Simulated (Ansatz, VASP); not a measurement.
# SiF: VASP beside Ansatz

```
Si F
1.0
     0.00000    2.38919    2.38919
     2.38919    0.00000    2.38919
     2.38919    2.38919    0.00000
Si F
1 1
Direct
  0.50000 0.50000 0.50000
  0.00000 0.00000 0.00000
```

Change from the starting cell: species swapped into the MgTe type (Fm-3m, No. 225).

Alike in both runs: task relaxation of cell and atoms; functional PBE; k mesh 7 × 7 × 7; occupations gaussian, width 0.2 eV; no spin polarisation.

```csv
,VASP,Ansatz
version,VASP 6.6.1,Ansatz 0.2.0
potentials or method,"VASP PAW PBE potentials, release 64 (Si, F), cutoff 600 eV","scalar-relativistic, plane waves, PAW"
valence electrons in the cell,11,11
```

Ansatz gave:

```
gap on the k mesh at the Fermi level, each at its own relaxed structure (eV) : none
relaxed volume (Å³/atom)                                                     : 15.90
relaxed cell length with the largest relative difference (Å)                 : 3.556
```

Task: Estimate VASP's values.

Result: gap on the k mesh at the Fermi level, each at its own relaxed structure (eV): none; relaxed volume (Å³/atom): 15.93; relaxed cell length with the largest relative difference (Å): 3.558.

A gap of «none» marks a metal or a gap that the smearing closes.

Noted on VASP's run: the volume moved by over 15 % at a fixed basis, so the end points are rough.
